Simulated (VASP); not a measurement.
# Hf (Fm-3m) in VASP: notebook, part 2 of 2

VASP 6.6.1. Earlier steps stand in the parts before.

## Step 3: Single point, PBE0 (19.26 Å³/atom)

This run uses another cell than the first one, of 19.26 Å³/atom.

The input, POSCAR:

```
Hf
1.0
    0.0000000000      2.1273904165      2.1273904165
    2.1273904165      0.0000000000      2.1273904165
    2.1273904165      2.1273904165      0.0000000000
Hf
1
Direct
    0.0000000000      0.0000000000      0.0000000000
```

The input, INCAR.step1:

```
PREC = Accurate
ENCUT = 520
EDIFF = 1E-5
ISMEAR = -1
SIGMA = 0.01
LREAL = F
LASPH = T
NELM = 80
ALGO = Normal
ISIF = 2
LWAVE = T
LCHARG = F
NBANDS = 11
GGA = PE
```

The input, INCAR.step2:

```
PREC = Accurate
ENCUT = 520
EDIFF = 1E-6
ISMEAR = -1
SIGMA = 0.01
LREAL = F
LASPH = T
NELM = 80
ALGO = Normal
ISIF = 2
LWAVE = F
LCHARG = F
GGA = PE
LHFCALC = T
AEXX = 0.25
PRECFOCK = Normal
NBANDS = 11
ISTART = 1
```

The input, KPOINTS:

```
regular mesh
0
Gamma
  7 7 7
```

Potentials or basis: VASP PAW PBE potentials, release 64 (Hf_pv).

Started as:

```
$ cat potpaw_PBE.64/Hf_pv/POTCAR > POTCAR
$ cp INCAR.step1 INCAR
$ mpirun -np 1 vasp_std > vasp.out
$ cp INCAR.step2 INCAR
$ mpirun -np 1 vasp_std > vasp.out
```

OUTCAR:

```text
PREC = Accurate
   ENCUT = 520
   EDIFF = 1E-6
   ISMEAR = -1
   LREAL = F
   LASPH = T
   NELM = 80
   ISIF = 2
   GGA = PE
   LHFCALC = T
   AEXX = 0.25
   PRECFOCK = Normal
   ISTART = 1

 ion  position               nearest neighbor table
   1  0.000  0.000  0.000-

  LATTYP: Found a face centered cubic cell.
 ALAT       =     4.2547808330

  Lattice vectors:

 A1 = (   0.0000000000,   2.1273904165,   2.1273904165)
 A2 = (   2.1273904165,   0.0000000000,   2.1273904165)
 A3 = (   2.1273904165,   2.1273904165,   0.0000000000)

Analysis of symmetry for initial positions (statically):
=====================================================================
 Subroutine PRICEL returns:
 Original cell was already a primitive cell.

 Routine SETGRP: Setting up the symmetry group for a
 face centered cubic supercell.

 Subroutine GETGRP returns: Found 48 space group operations
 (whereof 48 operations were pure point group operations)
 out of a pool of 48 trial point group operations.

The static configuration has the point symmetry O_h .

Analysis of symmetry for dynamics (positions and initial velocities):
=====================================================================
 Subroutine PRICEL returns:
 Original cell was already a primitive cell.

 Routine SETGRP: Setting up the symmetry group for a
 face centered cubic supercell.

 Subroutine GETGRP returns: Found 48 space group operations
 (whereof 48 operations were pure point group operations)
 out of a pool of 48 trial point group operations.

The dynamic configuration has the point symmetry O_h .

 Subroutine INISYM returns: Found 48 space group operations
 (whereof 48 operations are pure point group operations),
 and found     1 'primitive' translations

----------------------------------------------------------------------------------------
[... 115 lines left out ...]
   NKREDX  =     1    reduce k-point grid by
   NKREDY  =     1    reduce k-point grid by
   NKREDZ  =     1    reduce k-point grid by
   AEXX    =    0.2500 exact exchange contribution
   HFSCREEN=    0.0000 screening length (either q_TF or 0.3 A-1)
   HFSCREENC=   0.0000 screening length for correlation (either q_TF or 0.3 A-1)
   ENCUTFOCK=  -1.0 apply spherical cutoff to Coloumb kernel
   IVDW    =     0    specifies the selected vdW correction
   LEPSILON=     F    determine dielectric tensor
   LRPA    =     F    only Hartree local field effects (RPA)
 non-spin polarized calculation
  energy-cutoff  :      520.00
  volume of cell :       19.26
 maximum number of plane-waves:       531
  NGX = 18; NGY = 18; NGZ = 18

 number of electron       9.9999999 magnetization

 Free energy of the ion-electron system (eV)
  ---------------------------------------------------
  ext. energy  EPLUGINS =         0.00000000
  ---------------------------------------------------
  free energy    TOTEN  =       -11.95159652 eV

  energy without entropy =      -11.95009000  energy(sigma->0) =      -11.95084326

 E-fermi :   5.9439     XC(G=0):  -9.4245

 val. band max:        5.4680104750   @ k =  -0.1429   0.1429   0.0000
 cond. band min:       5.9560438273   @ k =  -0.4286   0.2857   0.1429
 fundamental gap:      0.4880333523
 Fermi energy:         5.9439136009

 k-point     1 :       0.0000    0.0000    0.0000
  band No.  band energies     occupation
      1     -26.3851      2.00000
      2     -26.3851      2.00000
      3     -26.3851      2.00000
      4      -3.4884      2.00000
      5       8.0560      0.00000
      6       8.0560      0.00000
      7       8.0560      0.00000
      8      11.8552      0.00000
      9      11.8552      0.00000
     10      18.6226      0.00000
     11      21.1375      0.00000
[... 253 lines left out ...]
 k-point    20 :      -0.2857    0.4286    0.1429
  band No.  band energies     occupation
      1     -27.3931      2.00000
      2     -27.3068      2.00000
      3     -26.8365      2.00000
      4       2.8368      2.00000
      5       4.0647      2.00000
      6       6.1877      0.00000
      7      10.0192      0.00000
      8      14.3281      0.00000
      9      16.0657      0.00000
     10      19.0465      0.00000
     11      20.3344      0.00000

------------------------ aborting loop because EDIFF is reached ----------------------------------------

  FORCE on cell =-STRESS in cart. coord.  units (eV):
  Direction    XX          YY          ZZ          XY          YZ          ZX
  --------------------------------------------------------------------------------------
  -------------------------------------------------------------------------------------
  Total        2.4738217      2.4738217      2.4738217      0.0000000      0.0000000      0.0000000
  in kB      205.8293934    205.8293934    205.8293934      0.0000000      0.0000000      0.0000000
  external PRESSURE =     205.8293934 kB  Pullay stress =       0.0000000 kB

 VOLUME and BASIS-vectors are now :
 -----------------------------------------------------------------------------
  energy-cutoff  :      520.00
  volume of cell :       19.26
      direct lattice vectors                 reciprocal lattice vectors
     0.000000000  2.127390416  2.127390416    -0.235029732  0.235029732  0.235029732
     2.127390416  0.000000000  2.127390416     0.235029732 -0.235029732  0.235029732
     2.127390416  2.127390416  0.000000000     0.235029732  0.235029732 -0.235029732

 POSITION                                       TOTAL-FORCE (eV/Angst)
 -----------------------------------------------------------------------------------
      0.00000      0.00000      0.00000         0.000000      0.000000      0.000000
 -----------------------------------------------------------------------------------
    total drift:                                0.000000      0.000000      0.000000

  FREE ENERGIE OF THE ION-ELECTRON SYSTEM (eV)
  ---------------------------------------------------
  free  energy   TOTEN  =       -11.9515965248 eV

  energy  without entropy=      -11.9500900037  energy(sigma->0) =      -11.95084326
```

OSZICAR.step1:

```text
N       E                     dE             d eps       ncg     rms          rms(c)
DAV:   1     0.139342987564E+02    0.13934E+02   -0.56515E+03   440   0.844E+02
DAV:   2    -0.947737245279E+01   -0.23412E+02   -0.22723E+02   529   0.163E+02
DAV:   3    -0.991469126549E+01   -0.43732E+00   -0.43417E+00   540   0.149E+01
DAV:   4    -0.991592900454E+01   -0.12377E-02   -0.12377E-02   504   0.919E-01
DAV:   5    -0.991593320086E+01   -0.41963E-05   -0.41966E-05   532   0.479E-02    0.511E+01
DAV:   6    -0.971880902265E+01    0.19712E+00   -0.16334E-01   500   0.304E+00    0.305E+01
DAV:   7    -0.964952443580E+01    0.69285E-01   -0.25538E-01   497   0.371E+00    0.127E+00
DAV:   8    -0.964607449567E+01    0.34499E-02   -0.14220E-02   497   0.902E-01    0.172E-01
DAV:   9    -0.964609709818E+01   -0.22603E-04   -0.16613E-04   526   0.124E-01    0.448E-02
DAV:  10    -0.964609819536E+01   -0.10972E-05   -0.10311E-05   357   0.277E-02
   1 F= -.96460982E+01 E0= -.96449300E+01  d E =-.233642E-02
```

Wall time 10 min (1 thread of AMD EPYC 9R45 (Zen 5), shared host); peak memory 0.13 GiB.

What came out:

```
Free energy            : -11.9516 eV
Pressure               : 20.6 GPa
Band gap on the k mesh : zero (bands 5 and 6 overlap by 2.87 eV)
```

Caveat: the k points lie up to 0.37 Å⁻¹ apart, too coarse for converged energies and pressures of a metal; the PAW data sets were made with another functional, which shifts forces and pressure a little; spin-orbit coupling is left out, which moves the levels of the heavy elements.

The gap in the log of VASP goes by the Fermi energy; the results here count the filled bands.